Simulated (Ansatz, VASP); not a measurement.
# Mo in VASP and in Ansatz

Contents of INCAR:

```
SYSTEM = Mo
PREC = Accurate ; ENCUT = 520
EDIFF = 1E-6 ; ISMEAR = -1
SIGMA = 0.1 ; LREAL = .False.
LASPH = .True. ; NELM = 60
ALGO = Normal ; ISIF = 2
LWAVE = .False. ; LCHARG = .False.
GGA = CA ; NBANDS = 13
```

The input KPOINTS:

```
Automatic mesh
0
Gamma
  15 15 15
  0 0 0
```

POSCAR

```
Mo
1.0
    0.0000000000      2.0437220252      2.0437220252
    2.0437220252      0.0000000000      2.0437220252
    2.0437220252      2.0437220252      0.0000000000
Mo
1
Direct
    0.0000000000      0.0000000000      0.0000000000
```

Input for Ansatz:

```yaml
crystal:
  lattice:
    - [0.0, 2.0437220252, 2.0437220252]
    - [2.0437220252, 0.0, 2.0437220252]
    - [2.0437220252, 2.0437220252, 0.0]
  atoms:
    - { symbol: Mo, position: [0.0, 0.0, 0.0] }
hamiltonian:
  xc: lda
  pseudopotentials:
    kind: paw
    azcp:
      Mo: "pseudopotentials/Mo.paw.azcp"
basis:
  ecutwfc: 420
  fft_grid_basis: typed
kpoints:
  mp_grid: { grid: [15, 15, 15], shift: [0, 0, 0] }
magnetization:
  spin_polarized: false
scf:
  occupations: { method: fermi_dirac, width: 0.1 }
  lower_state_search: "off"
output:
  stress: true
  write_density: true
  write_potential: true
  elf: true
  volumetric_format: npy
```

Alike in both runs: task single point; functional LDA; k mesh 15 × 15 × 15; occupations fermi-dirac, width 0.1 eV; no spin polarisation.

|  | VASP | Ansatz |
| --- | --- | --- |
| version | VASP 6.6.1 | Ansatz 0.2.0 |
| potentials or method | VASP PAW LDA potentials, release 64 (Mo_sv), cutoff 520 eV | plane waves (420 eV) with PAW, scalar-relativistic |
| valence electrons in the cell | 14 | 14 |

Ansatz gave:

```
pressure (GPa) : -23.8
```

Q: Estimate VASP's values.

A: Pressure (GPa): -23.0.

Ansatz warns that its potentials were made for another functional, while VASP's fit it. LDA's correlation is that of Perdew and Zunger in VASP and of Perdew and Wang (1992) in Ansatz.
